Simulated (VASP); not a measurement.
# C (I4_1/amd) in VASP: a series of runs

The runs below take C through single point, with LDA.

Everything below comes from runs of VASP 6.6.1. Logs are shortened: lines on timing, memory, paths and dates and some standing lists are left out, and cuts for length are marked.

**1. The cell of the first run**

It takes space group I4_1/amd (No. 141, tetragonal). Conventional cell: a = 2.437 Å, b = 2.437 Å, c = 3.796 Å, α = 90.00°, β = 90.00°, γ = 90.00°. C (site symmetry -4m2) has 4 C at 1.54 Å within 2.1 Å.

**2. Single point, LDA (5.64 Å³/atom)**

Input file INCAR:

```
ALGO = Normal
EDIFF = 1E-6
ENCUT = 1300
GGA = CA
GGA_COMPAT = False
ISIF = 2
ISMEAR = 0
LASPH = True
LCHARG = False
LREAL = False
LWAVE = False
NBANDS = 11
NELM = 120
PREC = Accurate
SIGMA = 0.05
```

Input file KPOINTS:

```
k-points
0
Gamma
  12 12 12
```

Input file POSCAR:

```
C
1.0
    0.0000000000      1.7234809104      1.8980695266
    1.7234809104      0.0000000000      1.8980695266
    1.7234809104      1.7234809104      0.0000000000
C
2
Direct
    0.5000000000      0.5000000000      0.5000000000
    0.7500000000      0.7500000000      0.7500000000
```

Potentials or basis: VASP PAW LDA potentials, release 64 (C_h).

On the command line:

```sh
$ cat potpaw_LDA.64/C_h/POTCAR > POTCAR
$ mpirun -np 1 vasp_std > vasp.out
```

OUTCAR:

```text
EDIFF = 1E-6
   ENCUT = 1300
   GGA = CA
   ISIF = 2
   ISMEAR = 0
   LASPH = True
   LREAL = False
   NELM = 120
   PREC = Accurate

 ion  position               nearest neighbor table
   1  0.500  0.500  0.500-
   2  0.750  0.750  0.750-

  LATTYP: Found a body centered tetragonal cell.
 ALAT       =     2.4373700780
 C/A-ratio  =     1.5574733962

  Lattice vectors:

 A1 = (  -1.7234809104,   0.0000000000,   1.8980695266)
 A2 = (   1.7234809104,   0.0000000000,   1.8980695266)
 A3 = (   0.0000000000,   1.7234809104,  -1.8980695266)

Analysis of symmetry for initial positions (statically):
=====================================================================
 Subroutine PRICEL returns:
 Original cell was already a primitive cell.

 Routine SETGRP: Setting up the symmetry group for a
 body centered tetragonal supercell.

 Subroutine GETGRP returns: Found 16 space group operations
 (whereof  8 operations were pure point group operations)
 out of a pool of 16 trial point group operations.

The static configuration has the point symmetry D_2d.
 The point group associated with its full space group is D_4h.

Analysis of symmetry for dynamics (positions and initial velocities):
=====================================================================
 Subroutine PRICEL returns:
 Original cell was already a primitive cell.

 Routine SETGRP: Setting up the symmetry group for a
 body centered tetragonal supercell.

 Subroutine GETGRP returns: Found 16 space group operations
 (whereof  8 operations were pure point group operations)
 out of a pool of 16 trial point group operations.

The dynamic configuration has the point symmetry D_2d.
 The point group associated with its full space group is D_4h.

 Subroutine INISYM returns: Found 16 space group operations
 (whereof  8 operations are pure point group operations),
 and found     1 'primitive' translations

----------------------------------------------------------------------------------------

                                     Primitive cell

  volume of cell :      11.2760

  direct lattice vectors                    reciprocal lattice vectors
     0.000000000  1.723480910  1.898069527    -0.290110553  0.290110553  0.263425545
     1.723480910  0.000000000  1.898069527     0.290110553 -0.290110553  0.263425545
     1.723480910  1.723480910  0.000000000     0.290110553  0.290110553 -0.263425545
[... 90 lines left out ...]
   ISIF   =      2    stress and relaxation
   ISYM   =      2    0-nonsym 1-usesym 2-fastsym
   POTIM  = 0.5000    time-step for ionic-motion
   TEBEG  =    0.0;   TEEND  =   0.0 temperature during run
   PSTRESS=    0.0 pullay stress
   NELECT =       8.0000    total number of electrons
   NUPDOWN=      -1.0000    fix difference up-down
   EMIN   =  10.00;   EMAX   =-10.00  energy-range for DOS
   EFERMI =   0.00;   METHOD = LEGACY
   ISMEAR =     0;   SIGMA  =   0.05  broadening in eV -4-tet -1-fermi 0-gaus
   EFERMI_NEDOS =   21; number of points for ismear=-14 and -15
   IALGO  =     38    algorithm
   IMIX   =      4    mixing-type and parameters
     AMIX     =   0.40;   BMIX     =  1.00
     AMIX_MAG =   1.60;   BMIX_MAG =  1.00
  volume/ion in A,a.u.               =       5.64        38.05
  Fermi-wavevector in a.u.,A,eV,Ry     =   1.460113  2.759214 29.006669  2.131930
  Thomas-Fermi vector in A             =   2.576601
   LORBIT       =      0    0 simple, 1 ext, 2 COOP (PROOUT), +10 PAW based schemes
   GGA     = CA    functional components
   LHFCALC =     F    Hartree Fock is set to
   AEXX    =    0.0000 exact exchange contribution
   IVDW    =     0    specifies the selected vdW correction
   LEPSILON=     F    determine dielectric tensor
   LRPA    =     F    only Hartree local field effects (RPA)
 non-spin polarized calculation
 Gauss-broadening in eV      SIGMA  =   0.05
  energy-cutoff  :     1300.00
  volume of cell :       11.28
 maximum number of plane-waves:      1219
   NGX = 15   NGY = 15   NGZ = 15

 number of electron       8.0000000 magnetization

 Free energy of the ion-electron system (eV)
  ---------------------------------------------------
  ext. energy  EPLUGINS =         0.00000000
  ---------------------------------------------------
  free energy    TOTEN  =       -20.04392959 eV

  energy without entropy =      -20.04392959  energy(sigma->0) =      -20.04392959

 E-fermi :  11.8629     XC(G=0): -13.6887

 val. band max:       11.5158928352   @ k =   0.0000   0.0000   0.0000
 cond. band min:      14.4505461288   @ k =   0.3333   0.0000   0.3333
 fundamental gap:      2.9346532936
 Fermi energy:        11.8629335727

 k-point     1 :       0.0000    0.0000    0.0000
  band No.  band energies     occupation
      1     -10.4250      2.00000
      2       9.8970      2.00000
      3      11.5159      2.00000
      4      11.5159      2.00000
      5      16.2316      0.00000
      6      16.2316      0.00000
      7      17.4043      0.00000
      8      24.4432      0.00000
      9      30.1624      0.00000
     10      34.3329      0.00000
     11      35.2928      0.00000
[... 309 lines left out ...]
 k-point    24 :      -0.4167    0.1667    0.0000
  band No.  band energies     occupation
      1      -4.0204      2.00000
      2      -1.7677      2.00000
      3       4.5263      2.00000
      4       8.3832      2.00000
      5      19.3593      0.00000
      6      21.3068      0.00000
      7      21.6373      0.00000
      8      26.3598      0.00000
      9      30.9260      0.00000
     10      34.8517      0.00000
     11      35.3713      0.00000

 [... further k-points ...]

------------------------ aborting loop because EDIFF is reached ----------------------------------------

  FORCE on cell =-STRESS in cart. coord.  units (eV):
  Direction    XX          YY          ZZ          XY          YZ          ZX
  --------------------------------------------------------------------------------------
  -------------------------------------------------------------------------------------
  Total        1.6456141      1.6456141     -5.2814944      0.0000000     -0.0000000      0.0000000
  in kB      233.8210033    233.8210033   -750.4337107      0.0000000     -0.0000000      0.0000000
  external PRESSURE =     -94.2639013 kB  Pullay stress =       0.0000000 kB

 VOLUME and BASIS-vectors are now :
 -----------------------------------------------------------------------------
  energy-cutoff  :     1300.00
  volume of cell :       11.28
      direct lattice vectors                 reciprocal lattice vectors
     0.000000000  1.723480910  1.898069527    -0.290110553  0.290110553  0.263425545
     1.723480910  0.000000000  1.898069527     0.290110553 -0.290110553  0.263425545
     1.723480910  1.723480910  0.000000000     0.290110553  0.290110553 -0.263425545

 POSITION                                       TOTAL-FORCE (eV/Angst)
 -----------------------------------------------------------------------------------
      1.72348      1.72348      1.89807        -0.000000     -0.000000      0.000000
      2.58522      2.58522      2.84710         0.000000      0.000000     -0.000000
 -----------------------------------------------------------------------------------
    total drift:                                0.000000     -0.000000     -0.000000

  FREE ENERGIE OF THE ION-ELECTRON SYSTEM (eV)
  ---------------------------------------------------
  free  energy   TOTEN  =       -20.0439295929 eV

  energy  without entropy=      -20.0439295929  energy(sigma->0) =      -20.04392959
```

OSZICAR:

```text
N       E                     dE             d eps       ncg     rms          rms(c)
DAV:   1     0.193169709997E+02    0.19317E+02   -0.80946E+03  3594   0.147E+03
DAV:   2    -0.194639131241E+02   -0.38781E+02   -0.36557E+02  5137   0.199E+02
DAV:   3    -0.208040384111E+02   -0.13401E+01   -0.13354E+01  4317   0.307E+01
DAV:   4    -0.208080615188E+02   -0.40231E-02   -0.40228E-02  3878   0.192E+00
DAV:   5    -0.208080664318E+02   -0.49130E-05   -0.49130E-05  4195   0.710E-02    0.491E+00
DAV:   6    -0.202441809017E+02    0.56389E+00   -0.29611E-01  3789   0.382E+00    0.263E+00
DAV:   7    -0.200440738246E+02    0.20011E+00   -0.35671E-01  4008   0.415E+00    0.353E-01
DAV:   8    -0.200439423037E+02    0.13152E-03   -0.84683E-03  3888   0.881E-01    0.285E-02
DAV:   9    -0.200439284040E+02    0.13900E-04   -0.40359E-05  4125   0.548E-02    0.141E-02
DAV:  10    -0.200439296852E+02   -0.12812E-05   -0.34585E-06  4024   0.170E-02    0.292E-03
DAV:  11    -0.200439295929E+02    0.92291E-07   -0.16980E-07  2047   0.401E-03
   1 F= -.20043930E+02 E0= -.20043930E+02  d E =-.390645E-25
```

It took 30 s on 1 thread of AMD EPYC 9R45 (Zen 5), shared host; peak memory 0.15 GiB.

Results:

* Free energy: -20.0439 eV
* Pressure: -9.4 GPa
* Band gap on the k mesh: 2.93 eV (least direct gap 4.72 eV)

Levels at points of the mesh, in eV from the valence-band top:
```
           k point  band 1  band 2  band 3  band 4  band 5  band 6  band 7  band 8  band 9
(0.00, 0.00, 0.00)  -21.94   -1.62    0.00    0.00    4.72    4.72    5.89   12.93   18.65
(0.50, 0.00, 0.00)  -16.03  -13.94   -4.25   -2.40    6.11    8.26    9.89   14.98   20.85
(0.50, 0.50, 0.00)  -14.16  -14.16   -5.85   -5.85    5.73    5.73   15.73   15.73   21.39
(0.50, 0.00, 0.50)  -12.66  -12.66   -7.27   -7.27    3.50    3.50   15.84   15.84   22.47
```

Caveat: the stress differs along the axes, from -75 to 23 GPa.

(Part 1 of 2 ends here.)
